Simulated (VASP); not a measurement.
# K3Pd (Pm-3m) in VASP: notebook

Runs on K3Pd. Level: PBE. Tasks: single point, relaxation of cell and atoms.

Everything below comes from runs of VASP 6.6.1. Logs are shortened: lines on timing, memory, paths and dates and some standing lists are left out, and cuts for length are marked.

## 1. The cell of the first run

It takes space group Pm-3m (No. 221, cubic). The conventional cell has a = 5.445 Å, b = 5.445 Å, c = 5.445 Å, α = 90.00°, β = 90.00°, γ = 90.00°. K (site symmetry 4/mmm) has 8 K at 3.85 Å and 4 Pd at 3.85 Å within 5.1 Å. Pd (site symmetry m-3m) has 12 K at 3.85 Å within 5.1 Å.

## 2. Single point, PBE

Input file INCAR:

```
SYSTEM = K3Pd
PREC = Accurate
ENCUT = 520
EDIFF = 1E-6
ISMEAR = -1
SIGMA = 0.1
LREAL = .False.
LASPH = .True.
NELM = 100
ALGO = Normal
ISIF = 2
LWAVE = .False.
LCHARG = .True.
GGA = PE
LELF = .True.
LVHAR = .True.
NBANDS = 26
```

Input file KPOINTS:

```
regular mesh
0
Gamma
  4 4 4
  0 0 0
```

Input file POSCAR:

```
K3Pd
1.0
    5.4450130000      0.0000000000      0.0000000000
    0.0000000000      5.4450130000      0.0000000000
    0.0000000000      0.0000000000      5.4450130000
K Pd
3 1
Direct
    0.5000000000      0.5000000000      0.0000000000
    0.0000000000      0.5000000000      0.5000000000
    0.5000000000      0.0000000000      0.5000000000
    0.0000000000      0.0000000000      0.0000000000
```

Potentials or basis: VASP PAW PBE potentials, release 64 (K_sv, Pd).

On the command line:

```console
cat potpaw_PBE.64/K_sv/POTCAR potpaw_PBE.64/Pd/POTCAR > POTCAR
mpirun -np 1 vasp_std > vasp.out
```

OUTCAR:

```text
SYSTEM = K3Pd
   PREC = Accurate
   ENCUT = 520
   EDIFF = 1E-6
   ISMEAR = -1
   LREAL = .False.
   LASPH = .True.
   NELM = 100
   ISIF = 2
   GGA = PE

 ion  position               nearest neighbor table
   1  0.500  0.500  0.000-
   2  0.000  0.500  0.500-
   3  0.500  0.000  0.500-
   4  0.000  0.000  0.000-

  LATTYP: Found a simple cubic cell.
 ALAT       =     5.4450130000

  Lattice vectors:

 A1 = (   5.4450130000,   0.0000000000,   0.0000000000)
 A2 = (   0.0000000000,   5.4450130000,   0.0000000000)
 A3 = (   0.0000000000,   0.0000000000,   5.4450130000)

Analysis of symmetry for initial positions (statically):
=====================================================================
 Subroutine PRICEL returns:
 Original cell was already a primitive cell.

 Routine SETGRP: Setting up the symmetry group for a
 simple cubic supercell.

 Subroutine GETGRP returns: Found 48 space group operations
 (whereof 48 operations were pure point group operations)
 out of a pool of 48 trial point group operations.

The static configuration has the point symmetry O_h .

Analysis of symmetry for dynamics (positions and initial velocities):
=====================================================================
 Subroutine PRICEL returns:
 Original cell was already a primitive cell.

 Routine SETGRP: Setting up the symmetry group for a
 simple cubic supercell.

 Subroutine GETGRP returns: Found 48 space group operations
 (whereof 48 operations were pure point group operations)
 out of a pool of 48 trial point group operations.

The dynamic configuration has the point symmetry O_h .

 Subroutine INISYM returns: Found 48 space group operations
 (whereof 48 operations are pure point group operations),
 and found     1 'primitive' translations

----------------------------------------------------------------------------------------

                                     Primitive cell

  volume of cell :     161.4347

  direct lattice vectors                    reciprocal lattice vectors
     5.445013000  0.000000000  0.000000000     0.183654291  0.000000000  0.000000000
     0.000000000  5.445013000  0.000000000     0.000000000  0.183654291  0.000000000
     0.000000000  0.000000000  5.445013000     0.000000000  0.000000000  0.183654291

  length of vectors
     5.445013000  5.445013000  5.445013000     0.183654291  0.183654291  0.183654291

  position of ions in fractional coordinates (direct lattice)
     0.500000000  0.500000000  0.000000000
     0.000000000  0.500000000  0.500000000
     0.500000000  0.000000000  0.500000000
     0.000000000  0.000000000  0.000000000

  ion indices of the primitive-cell ions
   primitive index   ion index
                 1           1
                 2           2
                 3           3
                 4           4

----------------------------------------------------------------------------------------

 KPOINTS: regular mesh

Automatic generation of k-mesh.
 Grid dimensions read from file:
 generate k-points for:    4    4    4

 Generating k-lattice:

  Cartesian coordinates                     Fractional coordinates (reciprocal lattice)
     0.045913573  0.000000000  0.000000000     0.250000000  0.000000000  0.000000000
     0.000000000  0.045913573  0.000000000     0.000000000  0.250000000  0.000000000
     0.000000000  0.000000000  0.045913573     0.000000000  0.000000000  0.250000000

  Length of vectors
     0.045913573  0.045913573  0.045913573

  Shift w.r.t. Gamma in fractional coordinates (k-lattice)
     0.000000000  0.000000000  0.000000000

 Subroutine IBZKPT returns following result:
 ===========================================

 Found     10 irreducible k-points:

 Following reciprocal coordinates:
            Coordinates               Weight
  0.000000  0.000000  0.000000      1.000000
  0.250000  0.000000  0.000000      6.000000
  0.500000  0.000000  0.000000      3.000000
  0.250000  0.250000  0.000000     12.000000
  0.500000  0.250000  0.000000     12.000000
  0.500000  0.500000  0.000000      3.000000
  0.250000  0.250000  0.250000      8.000000
  0.500000  0.250000  0.250000     12.000000
  0.500000  0.500000  0.250000      6.000000
  0.500000  0.500000  0.500000      1.000000
   k-points           NKPTS =     10   k-points in BZ     NKDIM =     10   number of bands    NBANDS=     26
   number of dos      NEDOS =    301   number of ions     NIONS =      4
   total plane-waves  NPLWV =  64000
   dimension x,y,z NGX =    40 NGY =   40 NGZ =   40
   dimension x,y,z NGXF=    80 NGYF=   80 NGZF=   80
   ions per type =               3   1
   NGX,Y,Z   is equivalent  to a cutoff of  12.21, 12.21, 12.21 a.u.
   NGXF,Y,Z  is equivalent  to a cutoff of  24.43, 24.43, 24.43 a.u.
 SYSTEM =  K3Pd
   PREC   = accura    normal or accurate (medium, high low for compatibility)
   ISTART =      0    job   : 0-new  1-cont  2-samecut
   ICHARG =      2    charge: 1-file 2-atom 10-const
   ISPIN  =      1    spin polarized calculation?
   LNONCOLLINEAR =      F non collinear calculations
   LSORBIT =      F    spin-orbit coupling
   LASPH  =      T    aspherical Exc in radial PAW
   ENCUT  =  520.0 eV  38.22 Ry    6.18 a.u.  10.12 10.12 10.12*2*pi/ulx,y,z
   NELM   =    100;   NELMIN=  2; NELMDL= -5     # of ELM steps
   EDIFF  = 0.1E-05   stopping-criterion for ELM
   LREAL  =      F    real-space projection
   EDIFFG = 0.1E-04   stopping-criterion for IOM
   NSW    =      0    number of steps for IOM
   IBRION =     -1    ionic relax: 0-MD 1-quasi-New 2-CG
   NFREE  =      0    steps in history (QN), initial steepest desc. (CG)
   ISIF   =      2    stress and relaxation
   ISYM   =      2    0-nonsym 1-usesym 2-fastsym
   POTIM  = 0.5000    time-step for ionic-motion
   TEBEG  =    0.0;   TEEND  =   0.0 temperature during run
   PSTRESS=    0.0 pullay stress
   NELECT =      37.0000    total number of electrons
   NUPDOWN=      -1.0000    fix difference up-down
   EMIN   =  10.00;   EMAX   =-10.00  energy-range for DOS
   EFERMI =   0.00;   METHOD = LEGACY
   ISMEAR =    -1;   SIGMA  =   0.10  broadening in eV -4-tet -1-fermi 0-gaus
   EFERMI_NEDOS =   21; number of points for ismear=-14 and -15
   IALGO  =     38    algorithm
   IMIX   =      4    mixing-type and parameters
     AMIX     =   0.40;   BMIX     =  1.00
     AMIX_MAG =   1.60;   BMIX_MAG =  1.00
  volume/ion in A,a.u.               =      40.36       272.35
  Fermi-wavevector in a.u.,A,eV,Ry     =   1.001866  1.893253 13.656662  1.003736
  Thomas-Fermi vector in A             =   2.134316
   LORBIT       =      0    0 simple, 1 ext, 2 COOP (PROOUT), +10 PAW based schemes
   GGA     = PE    functional components
   LHFCALC =     F    Hartree Fock is set to
   AEXX    =    0.0000 exact exchange contribution
   IVDW    =     0    specifies the selected vdW correction
   LEPSILON=     F    determine dielectric tensor
   LRPA    =     F    only Hartree local field effects (RPA)
 non-spin polarized calculation
  energy-cutoff  :      520.00
  volume of cell :      161.43
 maximum number of plane-waves:      4385
   NGX = 21   NGY = 21   NGZ = 21

 number of electron      37.0000014 magnetization

 Free energy of the ion-electron system (eV)
  ---------------------------------------------------
  ext. energy  EPLUGINS =         0.00000000
  ---------------------------------------------------
  free energy    TOTEN  =        -7.60961732 eV

  energy without entropy =       -7.54555581  energy(sigma->0) =       -7.57758656

 E-fermi :   1.2662     XC(G=0):  -7.3625

 val. band max:        1.0793224492   @ k =   0.5000   0.2500   0.2500
 cond. band min:       1.3056003491   @ k =   0.2500   0.0000   0.0000
 fundamental gap:      0.2262779000
 Fermi energy:         1.2662452963

 k-point     1 :       0.0000    0.0000    0.0000
  band No.  band energies     occupation
      1     -30.5120      2.00000
      2     -30.4602      2.00000
      3     -30.4602      2.00000
      4     -14.1744      2.00000
      5     -14.1744      2.00000
      6     -14.1744      2.00000
[... 18 lines left out ...]
     25       4.6361      0.00000
     26       4.6361      0.00000

 k-point     2 :       0.2500    0.0000    0.0000
  band No.  band energies     occupation
      1     -30.5054      2.00000
      2     -30.4668      2.00000
      3     -30.4602      2.00000
      4     -14.1545      2.00000
      5     -14.1545      2.00000
      6     -14.1418      2.00000
[... 18 lines left out ...]
     25       4.7855      0.00000
     26       4.7855      0.00000

 k-point     3 :       0.5000    0.0000    0.0000
  band No.  band energies     occupation
      1     -30.4947      2.00000
      2     -30.4774      2.00000
      3     -30.4601      2.00000
      4     -14.1307      2.00000
      5     -14.1307      2.00000
      6     -14.0885      2.00000
[... 18 lines left out ...]
     25       4.9001      0.00000
     26       4.9189      0.00000

 k-point     4 :       0.2500    0.2500    0.0000
  band No.  band energies     occupation
      1     -30.4995      2.00000
      2     -30.4687      2.00000
      3     -30.4639      2.00000
      4     -14.1878      2.00000
      5     -14.1337      2.00000
      6     -14.0728      2.00000
[... 18 lines left out ...]
     25       5.0230      0.00000
     26       5.1715      0.00000

 k-point     5 :       0.5000    0.2500    0.0000
  band No.  band energies     occupation
      1     -30.4896      2.00000
      2     -30.4773      2.00000
      3     -30.4651      2.00000
      4     -14.1910      2.00000
      5     -14.1081      2.00000
      6     -14.0308      2.00000
[... 18 lines left out ...]
     25       4.9160      0.00000
     26       5.3020      0.00000

 k-point     6 :       0.5000    0.5000    0.0000
  band No.  band energies     occupation
      1     -30.4773      2.00000
      2     -30.4772      2.00000
      3     -30.4772      2.00000
      4     -14.2217      2.00000
      5     -14.0786      2.00000
      6     -14.0670      2.00000
[... 18 lines left out ...]
     25       4.7841      0.00000
     26       5.5328      0.00000

 k-point     7 :       0.2500    0.2500    0.2500
  band No.  band energies     occupation
      1     -30.4946      2.00000
      2     -30.4687      2.00000
      3     -30.4687      2.00000
      4     -14.2391      2.00000
      5     -14.0607      2.00000
      6     -14.0607      2.00000
[... 18 lines left out ...]
     25       4.7056      0.00000
     26       5.4482      0.00000

 k-point     8 :       0.5000    0.2500    0.2500
  band No.  band energies     occupation
      1     -30.4859      2.00000
      2     -30.4772      2.00000
      3     -30.4686      2.00000
      4     -14.2614      2.00000
      5     -14.0356      2.00000
      6     -14.0313      2.00000
[... 18 lines left out ...]
     25       4.6528      0.00000
     26       5.6775      0.00000

 k-point     9 :       0.5000    0.5000    0.2500
  band No.  band energies     occupation
      1     -30.4772      2.00000
      2     -30.4772      2.00000
      3     -30.4772      2.00000
      4     -14.3008      2.00000
      5     -14.0658      2.00000
      6     -14.0265      2.00000
[... 18 lines left out ...]
     25       3.9992      0.00000
     26       6.0047      0.00000

 k-point    10 :       0.5000    0.5000    0.5000
  band No.  band energies     occupation
      1     -30.4771      2.00000
      2     -30.4771      2.00000
      3     -30.4771      2.00000
      4     -14.3507      2.00000
      5     -14.0647      2.00000
      6     -14.0647      2.00000
[... 18 lines left out ...]
     25       2.9762      0.00000
     26       6.2861      0.00000

------------------------ aborting loop because EDIFF is reached ----------------------------------------

  FORCE on cell =-STRESS in cart. coord.  units (eV):
  Direction    XX          YY          ZZ          XY          YZ          ZX
  --------------------------------------------------------------------------------------
  -------------------------------------------------------------------------------------
  Total       -0.0591058     -0.0591058     -0.0591058      0.0000000      0.0000000      0.0000000
  in kB       -0.5866026     -0.5866026     -0.5866026      0.0000000      0.0000000      0.0000000
  external PRESSURE =      -0.5866026 kB  Pullay stress =       0.0000000 kB

 VOLUME and BASIS-vectors are now :
 -----------------------------------------------------------------------------
  energy-cutoff  :      520.00
  volume of cell :      161.43
      direct lattice vectors                 reciprocal lattice vectors
     5.445013000  0.000000000  0.000000000     0.183654291  0.000000000  0.000000000
     0.000000000  5.445013000  0.000000000     0.000000000  0.183654291  0.000000000
     0.000000000  0.000000000  5.445013000     0.000000000  0.000000000  0.183654291

 POSITION                                       TOTAL-FORCE (eV/Angst)
 -----------------------------------------------------------------------------------
      2.72251      2.72251      0.00000         0.000000      0.000000      0.000000
      0.00000      2.72251      2.72251         0.000000      0.000000      0.000000
      2.72251      0.00000      2.72251         0.000000      0.000000      0.000000
      0.00000      0.00000      0.00000         0.000000      0.000000      0.000000
 -----------------------------------------------------------------------------------
    total drift:                                0.000000     -0.000000     -0.000000

  FREE ENERGIE OF THE ION-ELECTRON SYSTEM (eV)
  ---------------------------------------------------
  free  energy   TOTEN  =        -7.6096173152 eV

  energy  without entropy=       -7.5455558054  energy(sigma->0) =       -7.57758656
```

Run time: 36 s. Hardware: 1 thread of Intel Xeon Platinum 8375C at 2.90GHz (Ice Lake), shared host; peak memory 0.24 GiB.

What came out:

```
Free energy : -7.6096 eV
Pressure    : -0.1 GPa
```

## 3. Relaxation of cell and atoms, PBE

Input file INCAR:

```
SYSTEM = K3Pd
  PREC = Accurate
  ENCUT = 600
  EDIFF = 1E-6
  ISMEAR = -1
  SIGMA = 0.1
  LREAL = .FALSE.
  LASPH = .TRUE.
  NELM = 100
  ALGO = Normal
  ISIF = 3
  LWAVE = .FALSE.
  LCHARG = .FALSE.
  GGA = PE
  IBRION = 2
  NSW = 80
  EDIFFG = -0.02
```

Input file KPOINTS:

```
Automatic mesh
0
G
  4 4 4
  0 0 0
```

POSCAR is that of step 2.

Potentials or basis: VASP PAW PBE potentials, release 64 (K_sv, Pd).

On the command line:

```console
cat potpaw_PBE.64/K_sv/POTCAR potpaw_PBE.64/Pd/POTCAR > POTCAR
mpirun -np 1 vasp_std > vasp.out
```

It took 43 s on 1 thread of Intel Xeon Platinum 8375C at 2.90GHz (Ice Lake), shared host; peak memory 0.32 GiB.

The run converged. Its results:

```yaml
Free_energy: -7.6102 eV
Pressure_after_relaxing: 0.0 GPa
```

Final structure:
```
K Pd
1.0
     5.44501    0.00000    0.00000
     0.00000    5.44501    0.00000
     0.00000    0.00000    5.44501
K Pd
3 1
Direct
  0.50000 0.50000 0.00000
  0.00000 0.50000 0.50000
  0.50000 0.00000 0.50000
  0.00000 0.00000 0.00000
```

Levels at points of the mesh, in eV from the Fermi level:
| k point | band 15 | band 16 | band 17 | band 18 | band 19 | band 20 | band 21 | band 22 |
| --- | --- | --- | --- | --- | --- | --- | --- | --- |
| (0.00, 0.00, 0.00) | -1.29 | -1.14 | -1.14 | -1.14 | 0.22 | 2.75 | 2.75 | 2.77 |
| (0.50, 0.00, 0.00) | -1.12 | -1.11 | -1.11 | -1.05 | -0.92 | 1.49 | 2.40 | 2.40 |
| (0.50, 0.50, 0.00) | -1.11 | -1.11 | -0.99 | -0.74 | 0.26 | 0.26 | 0.54 | 2.54 |
| (0.50, 0.50, 0.50) | -1.28 | -1.01 | -1.01 | -0.69 | 1.43 | 1.53 | 1.53 | 1.53 |

Caveat: the relaxation stopped at its first step, so nothing moved.
